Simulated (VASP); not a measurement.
Here is a VASP 6.6.1 calculation.

INCAR

```
SYSTEM = Sn
  PREC = Accurate
  ENCUT = 600
  EDIFF = 1E-6
  ISMEAR = -1
  SIGMA = 0.05
  LREAL = .FALSE.
  LASPH = .TRUE.
  NELM = 100
  ALGO = Normal
  ISIF = 3
  LWAVE = .FALSE.
  LCHARG = .FALSE.
  GGA = RP
  IVDW = 13
  IBRION = 2
  NSW = 60
  EDIFFG = -0.01
```

The input KPOINTS:

```
regular mesh
0
G
  10 10 10
  0 0 0
```

POSCAR

```
Sn
1.0
   -2.0291894110      2.0291894110      1.6607599896
    2.0291894110     -2.0291894110      1.6607599896
    2.0291894110      2.0291894110     -1.6607599896
Sn
1
Direct
    0.0000000000      0.0000000000      0.0000000000
```

Potentials or basis: VASP PAW PBE potentials, release 64 (Sn_d).

Command:

```sh
$ cat potpaw_PBE.64/Sn_d/POTCAR > POTCAR
$ mpirun -np 1 vasp_std > vasp.out
```

Q: Predict the space group after relaxing (to 0.1 Å).

A: I4/mmm (No. 139).

Q: Predict the dispersion energy per atom.

A: -0.786 eV.

Q: What does it give for the relaxed cell?

A: a = 3.267 Å, b = 3.267 Å, c = 3.267 Å, α = 105.08°, β = 105.08°, γ = 118.67°.

Q: Predict the relaxed volume.

A: 26.32 Å³/atom.

Step by step:
| step | energy change (eV) | largest force (eV/Å) | pressure (GPa) | volume (Å³) |
| --- | --- | --- | --- | --- |
| 1 | 0.0000 | 0.0000 | -1.72 | 27.35 |
| 2 | -0.0079 | 0.0000 | 0.17 | 26.21 |
| 3 | -0.0079 | 0.0000 | 0.20 | 26.21 |
| 4 | -0.0079 | 0.0000 | 0.17 | 26.23 |
| 5 | -0.0083 | 0.0000 | 0.00 | 26.29 |
| 6 | -0.0084 | 0.0000 | -0.04 | 26.32 |

Caveat: the PAW data sets were made with another functional, which shifts forces and pressure a little.
